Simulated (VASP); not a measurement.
# BaTiO3 (P4mm) in VASP: a series of runs, part 2 of 2

VASP 6.6.1. The steps go on from the part before.

## (3) Single point, PBE (volume changed by +6%)

Input file INCAR:

```
ALGO     = Normal         # electronic algorithm
EDIFF    = 1E-6           # SCF threshold, eV
ENCUT    = 520            # plane-wave cutoff, eV
GGA      = PE             # functional
ISIF     = 2              # what is computed and relaxed
ISMEAR   = 0              # smearing method
LASPH    = True           # aspherical terms in the spheres
LCHARG   = False          # write CHGCAR
LREAL    = False          # projectors in reciprocal space
LWAVE    = False          # write WAVECAR
NBANDS   = 28             # bands
NELM     = 80             # most SCF steps
PREC     = Accurate       # precision mode
SIGMA    = 0.01           # smearing width, eV
```

Input file KPOINTS:

```
k-points
0
Gamma
  6 6 6
```

Input file POSCAR:

```
BaTiO3
1.0
    4.0642918429      0.0000000000      0.0000000000
    0.0000000000      4.0642918429      0.0000000000
    0.0000000000      0.0000000000      4.2803709990
Ba Ti O
1 1 3
Direct
    0.0000000000      0.0000000000     -0.0104426122
    0.5000000000      0.5000000000      0.4722700988
    0.5000000000      0.5000000000      0.0405145067
    0.5000000000      0.0000000000      0.5203290034
    0.0000000000      0.5000000000      0.5203290034
```

Potentials or basis: VASP PAW PBE potentials, release 64 (Ba_sv, Ti_sv, O).

Launch:

```
> cat potpaw_PBE.64/Ba_sv/POTCAR potpaw_PBE.64/Ti_sv/POTCAR potpaw_PBE.64/O/POTCAR > POTCAR
> mpirun -np 1 vasp_std > vasp.out
```

OUTCAR:

```text
EDIFF = 1E-6
   ENCUT = 520
   GGA = PE
   ISIF = 2
   ISMEAR = 0
   LASPH = True
   LREAL = False
   NELM = 80
   PREC = Accurate

 ion  position               nearest neighbor table
   1  0.000  0.000  0.990-   4 2.86   5 2.86   5 2.86   4 2.86   3 2.88   3 2.88   3 2.88   3 2.88
                             4 3.05   5 3.05   5 3.05   4 3.05   2 3.54   2 3.54   2 3.54   2 3.54
   2  0.500  0.500  0.472-   3 1.85   4 2.04   5 2.04   4 2.04   5 2.04   3 2.43   1 3.54   1 3.54
                             1 3.54   1 3.54   1 3.63   1 3.63   1 3.63   1 3.63
[... 952 lines left out ...]
  -------------------------------------------------------------------------------------
  Total       -2.9818292     -2.9818292     -2.8458525      0.0000000      0.0000000      0.0000000
  in kB      -67.5681718    -67.5681718    -64.4869425      0.0000000      0.0000000      0.0000000
  external PRESSURE =     -66.5410954 kB  Pullay stress =       0.0000000 kB

 VOLUME and BASIS-vectors are now :
 -----------------------------------------------------------------------------
  energy-cutoff  :      520.00
  volume of cell :       70.71
      direct lattice vectors                 reciprocal lattice vectors
     4.064291843  0.000000000  0.000000000     0.246045323  0.000000000  0.000000000
     0.000000000  4.064291843  0.000000000     0.000000000  0.246045323  0.000000000
     0.000000000  0.000000000  4.280370999     0.000000000  0.000000000  0.233624609

 POSITION                                       TOTAL-FORCE (eV/Angst)
 -----------------------------------------------------------------------------------
      0.00000      0.00000      4.23567        -0.000000      0.000000     -0.029107
      2.03215      2.03215      2.02149         0.000000     -0.000000     -0.477334
      2.03215      2.03215      0.17342         0.000000     -0.000000      0.630683
      2.03215      0.00000      2.22720         0.000000      0.000000     -0.062121
      0.00000      2.03215      2.22720         0.000000      0.000000     -0.062121
 -----------------------------------------------------------------------------------
    total drift:                                0.000000      0.000000      0.000909

  FREE ENERGIE OF THE ION-ELECTRON SYSTEM (eV)
  ---------------------------------------------------
  free  energy   TOTEN  =       -39.9756031733 eV

  energy  without entropy=      -39.9756031733  energy(sigma->0) =      -39.97560317
```

OSZICAR:

```text
N       E                     dE             d eps       ncg     rms          rms(c)
DAV:   1     0.433237784942E+03    0.43324E+03   -0.20765E+04  2240   0.152E+03
DAV:   2    -0.182172570195E+01   -0.43506E+03   -0.41441E+03  2584   0.423E+02
DAV:   3    -0.487330509888E+02   -0.46911E+02   -0.46461E+02  3100   0.135E+02
DAV:   4    -0.508676117046E+02   -0.21346E+01   -0.21296E+01  3396   0.251E+01
DAV:   5    -0.509364587287E+02   -0.68847E-01   -0.68838E-01  3036   0.332E+00    0.221E+01
DAV:   6    -0.404364094487E+02    0.10500E+02   -0.59330E+01  3288   0.648E+01    0.108E+01
DAV:   7    -0.402837349428E+02    0.15267E+00   -0.14486E+01  3032   0.275E+01    0.674E+00
DAV:   8    -0.400364223120E+02    0.24731E+00   -0.58709E-01  2684   0.651E+00    0.407E+00
DAV:   9    -0.400372489640E+02   -0.82665E-03   -0.81745E-01  3240   0.815E+00    0.234E+00
DAV:  10    -0.399843086151E+02    0.52940E-01   -0.20027E-01  2960   0.388E+00    0.790E-01
DAV:  11    -0.399770736529E+02    0.72350E-02   -0.28494E-02  2968   0.166E+00    0.369E-01
DAV:  12    -0.399755734465E+02    0.15002E-02   -0.71785E-03  2624   0.485E-01    0.734E-02
DAV:  13    -0.399757763465E+02   -0.20290E-03   -0.54309E-04  3276   0.192E-01    0.105E-01
DAV:  14    -0.399755973914E+02    0.17896E-03   -0.56226E-04  2964   0.221E-01    0.628E-03
DAV:  15    -0.399756026440E+02   -0.52526E-05   -0.27082E-05  2688   0.337E-02    0.570E-03
DAV:  16    -0.399756031733E+02   -0.52934E-06   -0.49501E-06  2756   0.210E-02
   1 F= -.39975603E+02 E0= -.39975603E+02  d E =-.237192-170
```

It took 38 s on 1 thread of Intel Xeon 6975P-C (Granite Rapids), shared host; peak memory 0.22 GiB.

What came out:

```yaml
Free_energy: -39.9756 eV
Pressure: -6.7 GPa
Largest_force: 0.631 eV/Å
Band_gap_on_the_k_mesh: 1.66 eV, indirect (least direct gap 2.23 eV)
```

Forces on the atoms (eV/Å):
```
Ba   0.000  0.000 -0.029
Ti   0.000  0.000 -0.477
O    0.000  0.000  0.631
O    0.000  0.000 -0.062
O    0.000  0.000 -0.062
```

Stress tensor (GPa, compression positive):
```
-6.76  0.00  0.00
 0.00 -6.76  0.00
 0.00  0.00 -6.45
```

Caveat: spin-orbit coupling is left out, which moves the levels of the heavy elements. A k mesh can miss the band edges.

## (4) Single point, r2SCAN (volume changed by -6%)

Input file POSCAR:

```
BaTiO3
1.0
    3.8912737025      0.0000000000      0.0000000000
    0.0000000000      3.8912737025      0.0000000000
    0.0000000000      0.0000000000      4.0282820830
Ba Ti O
1 1 3
Direct
    0.0000000000      0.0000000000     -0.0043576223
    0.5000000000      0.5000000000      0.4775257951
    0.5000000000      0.5000000000      0.0345450507
    0.5000000000      0.0000000000      0.5176433883
    0.0000000000      0.5000000000      0.5176433883
```

Input file INCAR.step1:

```
SYSTEM = BaTiO3
PREC = Accurate
ENCUT = 520
ISMEAR = 0
SIGMA = 0.01
LREAL = .FALSE.
LASPH = .TRUE.
NELM = 80
NBANDS = 28
GGA = PE
ALGO = Normal
EDIFF = 1E-4
LWAVE = .TRUE.
LCHARG = .FALSE.
```

Input file INCAR.step2:

```
SYSTEM = BaTiO3
PREC = Accurate
ENCUT = 520
EDIFF = 1E-7
ISMEAR = 0
SIGMA = 0.01
LREAL = .FALSE.
LASPH = .TRUE.
NELM = 80
ALGO = Normal
ISIF = 2
LWAVE = .FALSE.
LCHARG = .FALSE.
METAGGA = R2SCAN
LMIXTAU = .TRUE.
NBANDS = 28
ISTART = 1
```

Input file KPOINTS:

```
Automatic mesh
0
G
  6 6 6
  0 0 0
```

Potentials or basis: VASP PAW PBE potentials, release 64 (Ba_sv, Ti_sv, O).

Launch:

```
> cat potpaw_PBE.64/Ba_sv/POTCAR potpaw_PBE.64/Ti_sv/POTCAR potpaw_PBE.64/O/POTCAR > POTCAR
> cp INCAR.step1 INCAR
> mpirun -np 1 vasp_std > vasp.out
> cp INCAR.step2 INCAR
> mpirun -np 1 vasp_std > vasp.out
```

OUTCAR:

```text
SYSTEM = BaTiO3
   PREC = Accurate
   ENCUT = 520
   EDIFF = 1E-7
   ISMEAR = 0
   LREAL = .FALSE.
   LASPH = .TRUE.
   NELM = 80
   ISIF = 2
   METAGGA = R2SCAN
   ISTART = 1

 ion  position               nearest neighbor table
   1  0.000  0.000  0.996-   4 2.74   5 2.74   5 2.74   4 2.74   3 2.76   3 2.76   3 2.76   3 2.76
                             4 2.86   5 2.86   5 2.86   4 2.86   2 3.37   2 3.37   2 3.37   2 3.37
   2  0.500  0.500  0.478-   3 1.78   4 1.95   5 1.95   4 1.95   5 1.95   3 2.24   1 3.37   1 3.37
                             1 3.37   1 3.37   1 3.45   1 3.45   1 3.45   1 3.45
   3  0.500  0.500  0.035-   2 1.78   2 2.24   1 2.76   1 2.76   1 2.76   1 2.76
   4  0.500  0.000  0.518-   2 1.95   2 1.95   1 2.74   1 2.74   1 2.86   1 2.86
   5  0.000  0.500  0.518-   2 1.95   2 1.95   1 2.74   1 2.74   1 2.86   1 2.86

  LATTYP: Found a simple tetragonal cell.
 ALAT       =     3.8912737025
 C/A-ratio  =     1.0352091348

  Lattice vectors:

 A1 = (   3.8912737025,   0.0000000000,   0.0000000000)
 A2 = (   0.0000000000,   3.8912737025,   0.0000000000)
 A3 = (   0.0000000000,   0.0000000000,   4.0282820830)

Analysis of symmetry for initial positions (statically):
=====================================================================
 Subroutine PRICEL returns:
 Original cell was already a primitive cell.

 Routine SETGRP: Setting up the symmetry group for a
 simple tetragonal supercell.

 Subroutine GETGRP returns: Found  8 space group operations
 (whereof  8 operations were pure point group operations)
 out of a pool of 16 trial point group operations.

The static configuration has the point symmetry C_4v.

Analysis of symmetry for dynamics (positions and initial velocities):
=====================================================================
 Subroutine PRICEL returns:
 Original cell was already a primitive cell.

[... 131 lines left out ...]
   IMIX   =      4    mixing-type and parameters
     AMIX     =   0.40;   BMIX     =  1.00
     AMIX_MAG =   1.60;   BMIX_MAG =  1.00
  volume/ion in A,a.u.               =      12.20        82.32
  Fermi-wavevector in a.u.,A,eV,Ry     =   1.422308  2.687773 27.524046  2.022960
  Thomas-Fermi vector in A             =   2.543026
   LORBIT       =      0    0 simple, 1 ext, 2 COOP (PROOUT), +10 PAW based schemes
   METAGGA = R2SCAN    functional components
   LHFCALC =     F    Hartree Fock is set to
   AEXX    =    0.0000 exact exchange contribution
   IVDW    =     0    specifies the selected vdW correction
   LEPSILON=     F    determine dielectric tensor
   LRPA    =     F    only Hartree local field effects (RPA)
 non-spin polarized calculation
 Gauss-broadening in eV      SIGMA  =   0.01
  energy-cutoff  :      520.00
  volume of cell :       61.00
 maximum number of plane-waves:      1668
 NGX is ok and might be reduce to    30
   NGX = 15   NGY = 15   NGZ = 15

 number of electron      40.0000003 magnetization

 Free energy of the ion-electron system (eV)
  ---------------------------------------------------
  ext. energy  EPLUGINS =         0.00000000
  ---------------------------------------------------
  free energy    TOTEN  =       -74.05909136 eV

  energy without entropy =      -74.05909136  energy(sigma->0) =      -74.05909136

 E-fermi :   4.1753     XC(G=0): -12.1869

 val. band max:        4.0901730272   @ k =   0.5000   0.5000   0.5000
 cond. band min:       6.4468106138   @ k =   0.0000   0.0000   0.0000
 fundamental gap:      2.3566375866
 Fermi energy:         4.1752771647

 k-point     1 :       0.0000    0.0000    0.0000
  band No.  band energies     occupation
      1     -54.4224      2.00000
      2     -29.7514      2.00000
      3     -29.6152      2.00000
      4     -29.6152      2.00000
      5     -21.4937      2.00000
      6     -14.0312      2.00000
[... 733 lines left out ...]
     27      13.0778      0.00000
     28      14.3838      0.00000

 [... further k-points ...]

------------------------ aborting loop because EDIFF is reached ----------------------------------------

  FORCE on cell =-STRESS in cart. coord.  units (eV):
  Direction    XX          YY          ZZ          XY          YZ          ZX
  --------------------------------------------------------------------------------------
  -------------------------------------------------------------------------------------
  Total        5.6405553      5.6405553      5.6226816      0.0000000      0.0000000      0.0000000
  in kB      148.1593324    148.1593324    147.6898466      0.0000000      0.0000000      0.0000000
  external PRESSURE =     148.0028371 kB  Pullay stress =       0.0000000 kB

 VOLUME and BASIS-vectors are now :
 -----------------------------------------------------------------------------
  energy-cutoff  :      520.00
  volume of cell :       61.00
      direct lattice vectors                 reciprocal lattice vectors
     3.891273702  0.000000000  0.000000000     0.256985264  0.000000000  0.000000000
     0.000000000  3.891273702  0.000000000     0.000000000  0.256985264  0.000000000
     0.000000000  0.000000000  4.028282083     0.000000000  0.000000000  0.248244780

 POSITION                                       TOTAL-FORCE (eV/Angst)
 -----------------------------------------------------------------------------------
      0.00000      0.00000      4.01073        -0.000000     -0.000000      0.099423
      1.94564      1.94564      1.92361        -0.000000      0.000000      0.812337
      1.94564      1.94564      0.13916        -0.000000     -0.000000     -0.977466
      1.94564      0.00000      2.08521        -0.000000     -0.000000      0.032854
      0.00000      1.94564      2.08521         0.000000     -0.000000      0.032854
 -----------------------------------------------------------------------------------
    total drift:                                0.000000      0.000000     -0.005246

  FREE ENERGIE OF THE ION-ELECTRON SYSTEM (eV)
  ---------------------------------------------------
  free  energy   TOTEN  =       -74.0590913603 eV

  energy  without entropy=      -74.0590913603  energy(sigma->0) =      -74.05909136
```

Wall time 2.3 min (1 thread of Intel Xeon 6975P-C (Granite Rapids), shared host); peak memory 0.21 GiB.

Results:

```yaml
Free_energy: -74.0591 eV
Pressure: 14.8 GPa
Largest_force: 0.977 eV/Å
Band_gap_on_the_k_mesh: 2.36 eV, indirect (least direct gap 2.84 eV)
```

Forces on the atoms (eV/Å):
```
Ba   0.000  0.000  0.099
Ti   0.000  0.000  0.812
O    0.000  0.000 -0.977
O    0.000  0.000  0.033
O    0.000  0.000  0.033
```

Caveat: the PAW data sets were made with another functional, which shifts forces and pressure a little; spin-orbit coupling is left out, which moves the levels of the heavy elements. A k mesh can miss the band edges.

## (5) Summary

| level | cell | gap on the mesh (eV) | pressure (GPa) | largest force (eV/Å) |
| --- | --- | --- | --- | --- |
| PBE | a = 4.026, b = 4.026, c = 4.240 Å, 5 atoms | 1.73 | -2.9 | 0.30 |
| PBE | a = 4.064, b = 4.064, c = 4.280 Å, 5 atoms | 1.66 | -6.7 | 0.63 |
| r2SCAN | a = 3.891, b = 3.891, c = 4.028 Å, 5 atoms | 2.36 | 14.8 | 0.98 |

Alike in all rows: task single point; potentials or basis VASP PAW PBE potentials, release 64 (Ba_sv, Ti_sv, O); no spin polarisation; k mesh 6 × 6 × 6; cutoff (eV) 520; smearing gaussian 0.01 eV.

Caveats: spin-orbit coupling is left out, which moves the levels of the heavy elements; the PAW data sets were made with another functional, which shifts forces and pressure a little (some runs).

Total energies depend on the potentials used, so only differences within one code and one set of settings carry meaning.
